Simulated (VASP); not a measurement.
Crystal: NiO.

```
Ni O
1.0
     0.00000    2.10842   -2.10842
     0.00000    2.10842    2.10842
     4.21684    0.00000    0.00000
Ni O
2 2
Direct
  0.00000 0.00000 0.00000
  0.50000 0.50000 0.50000
  0.00000 0.00000 0.50000
  0.50000 0.50000 0.00000
```

Base run:

```yaml
Program: VASP 6.6.1
Functional: PBE
Potentials_or_basis: VASP PAW PBE potentials, release 64 (Ni, O)
Cutoff: 520 eV
k_mesh: 12 × 12 × 8
Occupations: gaussian, width 0.05 eV
Spin: collinear spin, antiferromagnetic start
Starting_moments: "[2.0, -2.0, 0.0, 0.0] μB"
```

Its results: pressure 0.0 GPa; net moment 0.00 μB per cell; site moments Ni +1.47, -1.47; O -0.09, +0.09 μB.

**Question.** The run is repeated on the same cell with these changes: spin from collinear spin, antiferromagnetic start to collinear spin, ferromagnetic start; moments at the start from [2.0, -2.0, 0.0, 0.0] to [2.0, 2.0, 0.0, 0.0]. What comes out?

**Answer.** Pressure -0.5 GPa; net moment 3.55 μB per cell; site moments Ni +1.46; O +0.27 μB.
